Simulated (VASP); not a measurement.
Here is a VASP 6.6.1 calculation.

File INCAR:

```
SYSTEM = Hf3Si2N
PREC = Accurate
ENCUT = 520
EDIFF = 1E-6
ISMEAR = 0
SIGMA = 0.1
LREAL = .FALSE.
LASPH = .TRUE.
NELM = 80
ALGO = Normal
ISIF = 2
LWAVE = .FALSE.
LCHARG = .FALSE.
GGA = PE
NBANDS = 30
```

The input KPOINTS:

```
Automatic mesh
0
G
  12 12 4
  0 0 0
```

The input POSCAR:

```
Hf3Si2N
1.0
    3.1273072053      0.0000000000      0.0000000000
    0.0000000000      3.1273072053      0.0000000000
    0.0000000000      0.0000000000     10.5889270685
Hf Si N
3 2 1
Direct
    0.0000000000      0.0000000000      0.6202350173
    0.0000000000      0.0000000000      0.2698043921
    0.5000000000      0.5000000000      0.8394781537
    0.0000000000      0.0000000000      0.0139269073
    0.5000000000      0.5000000000      0.4658448843
    0.5000000000      0.5000000000      0.2907106552
```

Potentials or basis: VASP PAW PBE potentials, release 64 (Hf_pv, Si, N).

Launch:

```console
$ cat potpaw_PBE.64/Hf_pv/POTCAR potpaw_PBE.64/Si/POTCAR potpaw_PBE.64/N/POTCAR > POTCAR
$ mpirun -np 1 vasp_std > vasp.out
```

Problem. What does it give for the band gap on the k mesh?

Solution. Zero (an odd number of electrons rules out a gap without spin polarisation).

Problem. What does it give for the largest force?

Solution. 0.045 eV/Å.

Problem. What does it give for the pressure?

Solution. -0.6 GPa.

Forces on the atoms (eV/Å):
```
Hf   0.000  0.000  0.029
Hf   0.000  0.000  0.045
Hf   0.000  0.000 -0.009
Si   0.000  0.000 -0.005
Si   0.000  0.000 -0.020
N    0.000  0.000 -0.040
```

Caveat: spin-orbit coupling is left out, which moves the levels of the heavy elements; an odd number of electrons without spin polarisation forces a metal; a magnetic or distorted state may lie lower.
